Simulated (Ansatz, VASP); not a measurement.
Bi2Te3 in VASP and in Ansatz

```
Bi Te
1.0
     2.20850    1.27508    9.94667
    -2.20850    1.27508    9.94667
     0.00000   -2.55016    9.94667
Bi Te
2 3
Direct
  0.81200 0.81200 0.81200
  0.40200 0.40200 0.40200
  0.61100 0.61100 0.61100
  0.20000 0.20000 0.20000
  0.00000 0.00000 0.00000
```

Alike in both runs: task single point; functional PBE; k mesh 12 × 12 × 12; no spin polarisation.

|  | VASP | Ansatz |
| --- | --- | --- |
| version | VASP 6.6.1 | Ansatz 0.2.0 |
| potentials or method | VASP PAW PBE potentials, release 64 (Bi_d, Te), cutoff 520 eV | scalar-relativistic, plane waves, PAW |
| occupations | methfessel-paxton of order 1, width 0.01 eV | cold, width 0.01 eV |
| valence electrons in the cell | 48 | 78 |

VASP gave:

| Property | Result |
| --- | --- |
| gap on the k mesh at the Fermi level (eV) | none |
| pressure (GPa) | 1.6 |
| traceless stress, the component that is largest in VASP (GPa) | -0.45 |
| rms of the force components (eV/Å) | 0.501 |

**Question.** What did Ansatz give for the same quantities?

**Answer.** gap on the k mesh at the Fermi level (eV): none; pressure (GPa): 1.7; traceless stress, the component that is largest in VASP (GPa): -0.45; rms of the force components (eV/Å): 0.498.

Atom by atom the forces differ by 0.004 eV/Å (rms over components). A gap of «none» marks a metal or a gap that the smearing closes. VASP's potentials hold 48 valence electrons a cell and Ansatz's 78, so a difference there can come from the potentials and not from the codes.

Neither program's run includes spin-orbit coupling.
